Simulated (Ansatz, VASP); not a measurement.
NbIn2P3: VASP beside Ansatz

```
Nb In P
1.0
     3.81001    0.00000    0.00000
     0.00000    3.81001    0.00000
     0.00000    0.00000    8.39643
Nb In P
1 2 3
Direct
  0.00000 0.00000 0.28374
  0.00000 0.50000 0.71691
  0.50000 0.00000 0.71691
  0.00000 0.50000 0.07094
  0.50000 0.00000 0.07094
  0.50000 0.50000 0.39561
```

Alike in both runs: functional PBE; k mesh 10 × 10 × 6; occupations gaussian, width 0.1 eV; no spin polarisation.

Ansatz relaxed the structure, and its values are those at the end. VASP's run is a single point on that final structure, the one shown.

|  | VASP | Ansatz |
| --- | --- | --- |
| version | VASP 6.6.1 | Ansatz 0.2.0 |
| potentials or method | VASP PAW PBE potentials, release 64 (Nb_sv, In_d, P), cutoff 520 eV | scalar-relativistic, plane waves, PAW |
| valence electrons in the cell | 54 | 54 |

|  | VASP | Ansatz | Ansatz less VASP |
| --- | --- | --- | --- |
| gap on the k mesh at the Fermi level (eV) | none | none | - |
| pressure (GPa) | -0.1 | 0.0 | +0.10 |
| rms of the force components (eV/Å) | 0.009 | 0.002 | -0.0069 |

A gap of «none» marks a metal or a gap that the smearing closes. The functional is the same, so the differences come from potentials, cutoffs and numerics.
